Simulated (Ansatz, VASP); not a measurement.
## One calculation of Au, two programs

File INCAR:

```
PREC = Accurate
ENCUT = 520
EDIFF = 1E-7
ISMEAR = -1
SIGMA = 0.03
LREAL = F
LASPH = T
NELM = 80
ALGO = Normal
ISIF = 2
LWAVE = F
LCHARG = T
LELF = T
LVHAR = T
NBANDS = 18
```

File KPOINTS:

```
Automatic mesh
0
Gamma
  14 14 8
```

File POSCAR:

```
Au
1.0
    2.9192042576      0.0000000000      0.0000000000
   -1.4596021288      2.5281050460      0.0000000000
    0.0000000000      0.0000000000      4.9123188226
Au
2
Direct
    0.3333333333      0.6666666667      0.7500000000
    0.6666666667      0.3333333333      0.2500000000
```

Input for Ansatz:

```yaml
crystal:
  lattice:
    - [2.9192042576, 0.0, 0.0]
    - [-1.4596021288, 2.528105046, 0.0]
    - [0.0, 0.0, 4.9123188226]
  atoms:
    - { symbol: Au, position: [0.3333333333, 0.6666666667, 0.75] }
    - { symbol: Au, position: [0.6666666667, 0.3333333333, 0.25] }
kpoints:
  mp_grid: { grid: [14, 14, 8] }
  band_path:
    path:
      - [0.0, 0.0, 0.0]
      - [0.5, 0.0, 0.0]
      - [0.3333333333, 0.3333333333, 0.0]
      - [0.0, 0.0, 0.0]
      - [0.0, 0.0, 0.5]
      - [0.5, 0.0, 0.5]
      - [0.3333333333, 0.3333333333, 0.5]
      - [0.0, 0.0, 0.5]
      - [0.5, 0.0, 0.5]
    npoints: 5
scf:
  occupations: { method: fermi_dirac, width: 0.03 }
hamiltonian:
  xc: lda
  pseudopotentials: { kind: all_electron, lapw: { basis_error: 0.00025 } }
output:
  forces: true
  stress: true
  eigenvalues: true
```

Change from the starting cell: volume scaled by 1.02.

Alike in both runs: task single point; functional LDA; k mesh 14 × 14 × 8; occupations fermi-dirac, width 0.03 eV; no spin polarisation.

```csv
,VASP,Ansatz
version,VASP 6.6.1,Ansatz 0.2.0
potentials or method,"VASP PAW LDA potentials, release 64 (Au), cutoff 520 eV","all-electron LAPW, scalar-relativistic"
```

```csv
,VASP,Ansatz,Ansatz less VASP
pressure (GPa),-12.6,-13.0,-0.37
"traceless stress, the component that is largest in VASP (GPa)",0.13,0.25,+0.120
```

LDA's correlation is that of Perdew and Zunger in VASP and of Perdew and Wang (1992) in Ansatz. Ansatz ran all-electron here, and VASP with PAW potentials.

Spin-orbit coupling is off throughout.
